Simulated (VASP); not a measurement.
Here is a VASP 6.6.1 calculation.

INCAR

```
  PREC = Accurate
  ENCUT = 520
  EDIFF = 1E-6
  ISMEAR = 0
  SIGMA = 0.1
  LREAL = False
  LASPH = True
  NELM = 150
  ALGO = Normal
  ISIF = 2
  LWAVE = False
  LCHARG = False
  ISPIN = 2
  MAGMOM = 0 0.3 0.3 0.3
  LORBIT = 11
  LMAXMIX = 4
  NBANDS = 28
```

File KPOINTS:

```
Automatic mesh
0
Gamma
  12 12 12
```

POSCAR

```
AlNi3
1.0
    3.5666788946      0.0000000000      0.0000000000
    0.0000000000      3.5666788946      0.0000000000
    0.0000000000      0.0000000000      3.5666788946
Al Ni
1 3
Direct
    0.0000000000      0.0000000000      0.0000000000
    0.0000000000      0.5000000000      0.5000000000
    0.5000000000      0.0000000000      0.5000000000
    0.5000000000      0.5000000000      0.0000000000
```

Potentials or basis: VASP PAW LDA potentials, release 64 (Al, Ni).

The run is started by

```bash
$ cat potpaw_LDA.64/Al/POTCAR potpaw_LDA.64/Ni/POTCAR > POTCAR
$ mpirun -np 1 vasp_std > vasp.out
```

**Question.** What does it give for the net moment?

**Answer.** 0.51 μB per cell.

**Question.** What does it give for the site moments?

**Answer.** Al -0.01; Ni +0.18 μB.

Caveat: the cell stands under tension.
